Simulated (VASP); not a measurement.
# Si7N8O2 in VASP: further runs

Runs on Si7N8O2. Level: PBE. Tasks: single point, relaxation of cell and atoms.

Everything below comes from runs of VASP 6.6.1. Logs are shortened: lines on timing, memory, paths and dates and some standing lists are left out, and cuts for length are marked.

## Step 1: The cell of the first run

The cell holds a disordered packing, 17 atoms: a = 5.466 Å, b = 6.953 Å, c = 5.600 Å, α = 87.39°, β = 100.16°, γ = 97.57°.

## Step 2: Single point, PBE

INCAR

```
PREC = Accurate ; ENCUT = 520
EDIFF = 1E-6 ; ISMEAR = 0
SIGMA = 0.02 ; LREAL = Auto
LASPH = T ; NELM = 80
ALGO = Normal ; ISIF = 2
LWAVE = F ; LCHARG = F
GGA = PE ; NBANDS = 54
```

KPOINTS

```
regular mesh
0
Gamma
  4 4 4
```

POSCAR

```
Si7N8O2
1.0
    5.4312160000     -0.3825730000     -0.4811010000
   -0.4227890000      6.9392630000      0.1159030000
   -0.4905110000      0.1328500000      5.5772230000
Si N O
7 8 2
Direct
    0.8242435142      0.4696017076      0.9626770820
    0.3818256944      0.4226399195      0.5306387102
    0.5653571790      0.0545071353      0.8233683204
    0.4555313995      0.0346970414      0.3400773160
    0.0824130641      0.8505789631      0.0086016662
    0.0663567551      0.6398392996      0.5134988705
    0.9715972625      0.2118591570      0.1927343112
    0.9721074358      0.6640638780      0.8022008304
    0.4918408972      0.9011193199      0.5975096209
    0.0554457508      0.8128805344      0.2979342362
    0.5780237018      0.3247518459      0.7831655082
    0.2598490439      0.2162886423      0.3625694066
    0.5285791750      0.5381937714      0.2912223235
    0.3847954644      0.9658085456      0.0370508158
    0.7509814274      0.5443645605      0.2658752500
    0.8933154206      0.0474161670      0.9508134043
    0.7418188737      0.1604574267      0.3408847692
```

Potentials or basis: VASP PAW PBE potentials, release 64 (Si, N, O).

On the command line:

```sh
$ cat potpaw_PBE.64/Si/POTCAR potpaw_PBE.64/N/POTCAR potpaw_PBE.64/O/POTCAR > POTCAR
$ mpirun -np 1 vasp_std > vasp.out
```

OUTCAR:

```text
PREC = Accurate
   ENCUT = 520
   EDIFF = 1E-6
   ISMEAR = 0
   LREAL = Auto
   LASPH = T
   NELM = 80
   ISIF = 2
   GGA = PE

 ion  position               nearest neighbor table
   1  0.824  0.470  0.963-  11 1.76   8 1.77  15 1.92   7 2.31   5 2.83   2 3.10   3 3.11
   2  0.382  0.423  0.531-  12 1.74  11 1.78  13 1.79   6 2.42   7 2.94   4 3.05   1 3.10
   3  0.565  0.055  0.823-   9 1.65  14 1.72  16 1.81  11 1.88   4 2.67   7 2.89   4 3.05   1 3.11
                             5 3.15
   4  0.456  0.035  0.340-   9 1.68  17 1.69  14 1.75  12 1.78   3 2.67   5 2.73   7 3.03   2 3.05
                             3 3.05
   5  0.082  0.851  0.009-  10 1.66  14 1.72   8 1.75  16 1.81   4 2.73   1 2.83   7 2.93   6 3.13
                             3 3.15
   6  0.066  0.640  0.513-  10 1.66   8 1.80  15 2.07   2 2.42   5 3.13
   7  0.972  0.212  0.193-  17 1.62  12 1.69  16 1.77   1 2.31   3 2.89   5 2.93   2 2.94   4 3.03

   8  0.972  0.664  0.802-   5 1.75   1 1.77   6 1.80
   9  0.492  0.901  0.598-   3 1.65   4 1.68
  10  0.055  0.813  0.298-   5 1.66   6 1.66
  11  0.578  0.325  0.783-   1 1.76   2 1.78   3 1.88
  12  0.260  0.216  0.363-   7 1.69   2 1.74   4 1.78
  13  0.529  0.538  0.291-  15 1.24   2 1.79
  14  0.385  0.966  0.037-   5 1.72   3 1.72   4 1.75
  15  0.751  0.544  0.266-  13 1.24   1 1.92   6 2.07
  16  0.893  0.047  0.951-   7 1.77   5 1.81   3 1.81
  17  0.742  0.160  0.341-   7 1.62   4 1.69

  LATTYP: Found a triclinic cell.
 ALAT       =     5.4658876234
 B/A-ratio  =     2.5076993323
 C/A-ratio  =     3.1139935645
 COS(alpha) =     0.0009735281
 COS(beta)  =     0.4766045456
 COS(gamma) =     0.8643724562

  Lattice vectors:

 A1 = (  -5.4312160000,   0.3825730000,   0.4811010000)
 A2 = ( -11.2852210000,   7.7044090000,   1.0781050000)
 A3 = (  -9.5263430000, -13.2462300000,  -4.8468270000)

Analysis of symmetry for initial positions (statically):
=====================================================================
 Subroutine PRICEL returns:
 Original cell was already a primitive cell.

 Routine SETGRP: Setting up the symmetry group for a
 triclinic supercell.

 Subroutine GETGRP returns: Found  1 space group operations
 (whereof  1 operations were pure point group operations)
 out of a pool of  2 trial point group operations.

The static configuration has the point symmetry C_1 .

Analysis of symmetry for dynamics (positions and initial velocities):
=====================================================================
 Subroutine PRICEL returns:
 Original cell was already a primitive cell.

 Routine SETGRP: Setting up the symmetry group for a
 triclinic supercell.

 Subroutine GETGRP returns: Found  1 space group operations
 (whereof  1 operations were pure point group operations)
 out of a pool of  2 trial point group operations.

The dynamic configuration has the point symmetry C_1 .

 Subroutine INISYM returns: Found  1 space group operations
 (whereof  1 operations are pure point group operations),
 and found     1 'primitive' translations

----------------------------------------------------------------------------------------

                                     Primitive cell

  volume of cell :     207.6234

  direct lattice vectors                    reciprocal lattice vectors
     5.431216000 -0.382573000 -0.481101000     0.186329761  0.011083225  0.016123506
    -0.422789000  6.939263000  0.115903000     0.009968918  0.144757848 -0.002571390
    -0.490511000  0.132850000  5.577223000     0.015865962 -0.002052225  0.180744981

  length of vectors
     5.465887623  6.953096794  5.600327361     0.187354170  0.145123485  0.181451615

  position of ions in fractional coordinates (direct lattice)
     0.824243514  0.469601708  0.962677082
     0.381825694  0.422639919  0.530638710
     0.565357179  0.054507135  0.823368320
     0.455531400  0.034697041  0.340077316
     0.082413064  0.850578963  0.008601666
     0.066356755  0.639839300  0.513498871
[... 9 lines left out ...]
     0.893315421  0.047416167  0.950813404
     0.741818874  0.160457427  0.340884769

  ion indices of the primitive-cell ions
   primitive index   ion index
                 1           1
                 2           2
                 3           3
                 4           4
                 5           5
                 6           6
[... 9 lines left out ...]
                16          16
                17          17

----------------------------------------------------------------------------------------

 KPOINTS: regular mesh

Automatic generation of k-mesh.
 Grid dimensions read from file:
 generate k-points for:    4    4    4

 Generating k-lattice:

  Cartesian coordinates                     Fractional coordinates (reciprocal lattice)
     0.046582440  0.002770806  0.004030877     0.250000000 -0.000000000 -0.000000000
     0.002492229  0.036189462 -0.000642848     0.000000000  0.250000000 -0.000000000
     0.003966490 -0.000513056  0.045186245     0.000000000  0.000000000  0.250000000

  Length of vectors
     0.046838543  0.036280871  0.045362904

  Shift w.r.t. Gamma in fractional coordinates (k-lattice)
     0.000000000  0.000000000  0.000000000

 Subroutine IBZKPT returns following result:
 ===========================================

 Found     36 irreducible k-points:

 Following reciprocal coordinates:
            Coordinates               Weight
  0.000000  0.000000  0.000000      1.000000
  0.250000  0.000000 -0.000000      2.000000
  0.500000  0.000000 -0.000000      1.000000
  0.000000  0.250000 -0.000000      2.000000
  0.250000  0.250000 -0.000000      2.000000
  0.500000  0.250000 -0.000000      2.000000
[... 16 lines left out ...]
 -0.000000 -0.250000  0.250000      2.000000
  0.250000 -0.250000  0.250000      2.000000
 [... further k-points ...]
   k-points           NKPTS =     36   k-points in BZ     NKDIM =     36   number of bands    NBANDS=     54
   number of dos      NEDOS =    301   number of ions     NIONS =     17
   total plane-waves  NPLWV =  95256
   dimension x,y,z NGX =    42 NGY =   54 NGZ =   42
   dimension x,y,z NGXF=    84 NGYF=  108 NGZF=   84
   ions per type =               7   8   2
   NGX,Y,Z   is equivalent  to a cutoff of  12.77, 12.91, 12.47 a.u.
   NGXF,Y,Z  is equivalent  to a cutoff of  25.55, 25.82, 24.94 a.u.
 SYSTEM =  unknown system
   PREC   = accura    normal or accurate (medium, high low for compatibility)
   ISTART =      0    job   : 0-new  1-cont  2-samecut
   ICHARG =      2    charge: 1-file 2-atom 10-const
   ISPIN  =      1    spin polarized calculation?
   LNONCOLLINEAR =      F non collinear calculations
   LSORBIT =      F    spin-orbit coupling
   LASPH  =      T    aspherical Exc in radial PAW
   ENCUT  =  520.0 eV  38.22 Ry    6.18 a.u.  10.16 12.93 10.41*2*pi/ulx,y,z
   NELM   =     80;   NELMIN=  2; NELMDL= -5     # of ELM steps
   EDIFF  = 0.1E-05   stopping-criterion for ELM
   LREAL  =      T    real-space projection
   EDIFFG = 0.1E-04   stopping-criterion for IOM
   NSW    =      0    number of steps for IOM
   IBRION =     -1    ionic relax: 0-MD 1-quasi-New 2-CG
   NFREE  =      0    steps in history (QN), initial steepest desc. (CG)
   ISIF   =      2    stress and relaxation
   ISYM   =      2    0-nonsym 1-usesym 2-fastsym
   POTIM  = 0.5000    time-step for ionic-motion
   TEBEG  =    0.0;   TEEND  =   0.0 temperature during run
   PSTRESS=    0.0 pullay stress
   NELECT =      80.0000    total number of electrons
   NUPDOWN=      -1.0000    fix difference up-down
   EMIN   =  10.00;   EMAX   =-10.00  energy-range for DOS
   EFERMI =   0.00;   METHOD = LEGACY
   ISMEAR =     0;   SIGMA  =   0.02  broadening in eV -4-tet -1-fermi 0-gaus
   EFERMI_NEDOS =   21; number of points for ismear=-14 and -15
   IALGO  =     38    algorithm
   IMIX   =      4    mixing-type and parameters
     AMIX     =   0.40;   BMIX     =  1.00
     AMIX_MAG =   1.60;   BMIX_MAG =  1.00
  volume/ion in A,a.u.               =      12.21        82.42
  Fermi-wavevector in a.u.,A,eV,Ry     =   1.191277  2.251187 19.308581  1.419141
  Thomas-Fermi vector in A             =   2.327342
   LORBIT       =      0    0 simple, 1 ext, 2 COOP (PROOUT), +10 PAW based schemes
   GGA     = PE    functional components
   LHFCALC =     F    Hartree Fock is set to
   AEXX    =    0.0000 exact exchange contribution
   IVDW    =     0    specifies the selected vdW correction
   LEPSILON=     F    determine dielectric tensor
   LRPA    =     F    only Hartree local field effects (RPA)
 non-spin polarized calculation
 Gauss-broadening in eV      SIGMA  =   0.02
  energy-cutoff  :      520.00
  volume of cell :      207.62
 maximum number of plane-waves:      5618
 NGX is ok and might be reduce to    42
   NGX = 21   NGY = 25   NGZ = 21

 number of electron      80.0000001 magnetization

 Free energy of the ion-electron system (eV)
  ---------------------------------------------------
  ext. energy  EPLUGINS =         0.00000000
  ---------------------------------------------------
  free energy    TOTEN  =      -127.03566122 eV

  energy without entropy =     -127.03566122  energy(sigma->0) =     -127.03566122

 E-fermi :   5.5361     XC(G=0):  -9.9344

 val. band max:        5.3716458182   @ k =   0.5000   0.5000   0.5000
 cond. band min:       6.6686262980   @ k =   0.5000   0.5000   0.5000
 fundamental gap:      1.2969804798
 Fermi energy:         5.5360556797

 k-point     1 :       0.0000    0.0000    0.0000
  band No.  band energies     occupation
      1     -16.1987      2.00000
      2     -15.7678      2.00000
      3     -14.5780      2.00000
      4     -11.7051      2.00000
      5     -11.0615      2.00000
      6     -10.7272      2.00000
[... 44 lines left out ...]
     51      11.3434      0.00000
     52      11.4824      0.00000

 k-point     2 :       0.2500    0.0000   -0.0000
  band No.  band energies     occupation
      1     -16.1740      2.00000
      2     -15.7643      2.00000
      3     -14.5751      2.00000
      4     -11.7926      2.00000
      5     -11.2415      2.00000
      6     -10.6339      2.00000
[... 1202 lines left out ...]
 k-point    24 :       0.2500   -0.2500    0.2500
  band No.  band energies     occupation
      1     -16.1527      2.00000
      2     -15.7668      2.00000
      3     -14.5893      2.00000
      4     -11.7423      2.00000
      5     -11.1931      2.00000
      6     -10.7405      2.00000
[... 44 lines left out ...]
     51      11.6156      0.00000
     52      11.7645      0.00000

 [... further k-points ...]

 [bands above 52 left out]

------------------------ aborting loop because EDIFF is reached ----------------------------------------

  FORCE on cell =-STRESS in cart. coord.  units (eV):
  Direction    XX          YY          ZZ          XY          YZ          ZX
  --------------------------------------------------------------------------------------
  -------------------------------------------------------------------------------------
  Total        0.0708574     -0.3278623     -0.1041442      0.0433293      0.0154486     -0.0362273
  in kB        0.5467885     -2.5300302     -0.8036543      0.3343610      0.1192132     -0.2795566
  external PRESSURE =      -0.9289653 kB  Pullay stress =       0.0000000 kB

 VOLUME and BASIS-vectors are now :
 -----------------------------------------------------------------------------
  energy-cutoff  :      520.00
  volume of cell :      207.62
      direct lattice vectors                 reciprocal lattice vectors
     5.431216000 -0.382573000 -0.481101000     0.186329761  0.011083225  0.016123506
    -0.422789000  6.939263000  0.115903000     0.009968918  0.144757848 -0.002571390
    -0.490511000  0.132850000  5.577223000     0.015865962 -0.002052225  0.180744981

 POSITION                                       TOTAL-FORCE (eV/Angst)
 -----------------------------------------------------------------------------------
      3.80590      3.07125      5.02695         0.010594     -0.003428      0.008041
      1.63481      2.85723      2.82478        -0.006313      0.003386     -0.012508
      2.64366      0.27133      4.32643         0.000494      0.019337      0.011000
      2.29261      0.11168      1.68155        -0.021541      0.016390     -0.009190
      0.08377      5.87200      0.10691         0.018617     -0.025873     -0.025537
     -0.16200      4.48285      2.90613         0.031252      0.000664      0.008745
[... 9 lines left out ...]
      4.36536      0.11359      4.87862        -0.007411     -0.020244     -0.009466
      3.79393      0.87494      1.56290        -0.058035     -0.013665      0.026383
 -----------------------------------------------------------------------------------
    total drift:                               -0.002275     -0.008263      0.006319

  FREE ENERGIE OF THE ION-ELECTRON SYSTEM (eV)
  ---------------------------------------------------
  free  energy   TOTEN  =      -127.0356612244 eV

  energy  without entropy=     -127.0356612244  energy(sigma->0) =     -127.03566122
```

It took 13 min on 1 thread of Oxide Virtual Turin-like, shared host; peak memory 0.4 GiB.

Results:

- Free energy: -127.0357 eV
- Pressure: -0.1 GPa
- Largest force: 0.192 eV/Å
- Band gap on the k mesh: 1.30 eV

Forces in eV/Å, atoms in the order of the input:
```
Si   0.011 -0.003  0.008
Si  -0.006  0.003 -0.013
Si   0.000  0.019  0.011
Si  -0.022  0.016 -0.009
Si   0.019 -0.026 -0.026
Si   0.031  0.001  0.009
Si   0.065  0.042 -0.008
N   -0.001  0.003  0.001
N   -0.026 -0.036 -0.005
N   -0.029  0.001  0.008
N   -0.006 -0.003 -0.004
N    0.011  0.004  0.001
N   -0.177 -0.014  0.065
N    0.017  0.007  0.009
N    0.180  0.020 -0.064
O   -0.007 -0.020 -0.009
O   -0.058 -0.014  0.026
```

Caveat: the standard files for N, O and F lose accuracy on very short bonds; the atoms stand as in a frame of molecular dynamics.

[end of part 1 of 2]
